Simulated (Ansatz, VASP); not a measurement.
**One calculation of Lu3BeH3, two programs**

The input INCAR:

```
SYSTEM = Lu3BeH3
PREC = Accurate
ENCUT = 600
EDIFF = 1E-6
ISMEAR = 0
SIGMA = 0.1
LREAL = .False.
LASPH = .True.
NELM = 60
ALGO = Normal
ISIF = 3
LWAVE = .False.
LCHARG = .False.
GGA = PE
IBRION = 2
NSW = 90
EDIFFG = -0.04
```

The input KPOINTS:

```
Automatic mesh
0
Gamma
  4 4 4
  0 0 0
```

POSCAR

```
Lu3BeH3
1.0
    6.0941309500      0.0000000000      0.0000000000
    0.0000000000      6.0941309500      0.0000000000
    0.0000000000      0.0000000000      6.0941309500
Lu Be H
3 1 3
Direct
    0.5000000000      0.0000000000      0.0000000000
    0.0000000000      0.5000000000      0.0000000000
    0.0000000000      0.0000000000      0.5000000000
    0.0000000000      0.0000000000      0.0000000000
    0.0000000000      0.5000000000      0.5000000000
    0.5000000000      0.0000000000      0.5000000000
    0.5000000000      0.5000000000      0.0000000000
```

Input for Ansatz:

```yaml
crystal:
  lattice:
    - [6.09413095, 0.0, 0.0]
    - [0.0, 6.09413095, 0.0]
    - [0.0, 0.0, 6.09413095]
  atoms:
    - { symbol: Lu, position: [0.5, 0.0, 0.0] }
    - { symbol: Lu, position: [0.0, 0.5, 0.0] }
    - { symbol: Lu, position: [0.0, 0.0, 0.5] }
    - { symbol: Be, position: [0.0, 0.0, 0.0] }
    - { symbol: H, position: [0.0, 0.5, 0.5] }
    - { symbol: H, position: [0.5, 0.0, 0.5] }
    - { symbol: H, position: [0.5, 0.5, 0.0] }
basis:
  ecutwfc: 420
kpoints:
  mp_grid: { grid: [4, 4, 4] }
hamiltonian:
  xc: pbe
scf:
  occupations: { method: gaussian, width: 0.1 }
  lower_state_search: "off"
output:
  forces: true
  stress: true
  eigenvalues: true
relax:
  adjacent_minimum: "off"
  f_tol: 0.04
  max_steps: 70
  cell: { stress_tol: 0.4 }
```

Alike in both runs: task relaxation of cell and atoms; functional PBE; k mesh 4 × 4 × 4; occupations gaussian, width 0.1 eV; no spin polarisation.

```csv
,VASP,Ansatz
version,VASP 6.6.1,Ansatz 0.2.0
potentials or method,"VASP PAW PBE potentials, release 64 (Lu, Be, H), cutoff 600 eV","scalar-relativistic, plane waves, PAW"
valence electrons in the cell,80,80
```

|  | VASP | Ansatz | Ansatz less VASP |
| --- | --- | --- | --- |
| gap on the k mesh at the Fermi level, each at its own relaxed structure (eV) | none | none | - |
| relaxed volume (Å³/atom) | 18.28 | 18.17 | -0.102 |
| relaxed cell length with the largest relative difference (Å) | 5.039 | 5.029 | -0.0094 |

A gap of «none» marks a metal or a gap that the smearing closes.

Spin-orbit coupling is off throughout. Noted on VASP's run: the volume moved by over 15 % at a fixed basis, so the end points are rough.
